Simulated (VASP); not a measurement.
## AlGa3As4: single point with PBE

AlGa3As4:

```
Al Ga As
1.0
    -5.70333    5.70311   -0.07605
    -5.70356   -0.07628    5.70334
     0.07581    5.70287    5.70287
Al Ga As
2 6 8
Direct
  0.00139 0.00110 0.00158
  0.50135 0.50113 0.50166
  0.50146 0.99948 0.99960
  0.99944 0.50084 0.00006
  0.99984 0.99910 0.50157
  0.49979 0.49912 0.00156
  0.49955 0.00085 0.50006
  0.00150 0.49946 0.49958
  0.87410 0.87394 0.37453
  0.37428 0.87408 0.37418
  0.87431 0.37366 0.37465
  0.87587 0.87535 0.87610
  0.37594 0.37538 0.37606
  0.37431 0.87365 0.87462
  0.87426 0.37403 0.87416
  0.37400 0.37395 0.87463
```

| Item | Value |
| --- | --- |
| Program | VASP 6.6.1 |
| Task | single point |
| Functional | PBE |
| Potentials or basis | VASP PAW PBE potentials, release 64 (Al, Ga_d, As) |
| Cutoff | 520 eV |
| k mesh | 2 × 2 × 2, shifted |
| Occupations | gaussian, width 0.1 eV |
| Spin | no spin polarisation |

```yaml
Pressure: 0.2 GPa
Largest_force: 0.017 eV/Å
Band_gap_on_the_k_mesh: 1.30 eV
```

Forces on the atoms (eV/Å):
```
Al  -0.001  0.002  0.003
Al  -0.002  0.004  0.002
Ga   0.005 -0.001  0.001
Ga  -0.001  0.003  0.003
Ga   0.002 -0.003  0.004
Ga   0.001 -0.001  0.003
Ga  -0.001  0.000  0.001
Ga   0.003  0.000  0.001
As  -0.012  0.000 -0.002
As   0.004  0.015 -0.005
As   0.000 -0.007  0.009
As   0.006 -0.010 -0.011
As   0.010 -0.010 -0.010
As  -0.003 -0.005  0.010
As   0.004  0.015 -0.003
As  -0.014 -0.003 -0.006
```

Levels at points of the mesh, in eV from the valence-band top:
```csv
k point,band 60,band 61,band 62,band 63,band 64,band 65
"(0.25, 0.25, 0.25)",-0.71,0.00,0.00,1.30,1.74,1.89
```

Wall time 2.2 min on 1 thread of Intel(R) Xeon(R) 6975P-C (Granite Rapids), on a shared host, peak memory 0.5 GiB.

Caveat: a shifted mesh leaves out Γ, where band edges can lie. A k mesh can miss the band edges.
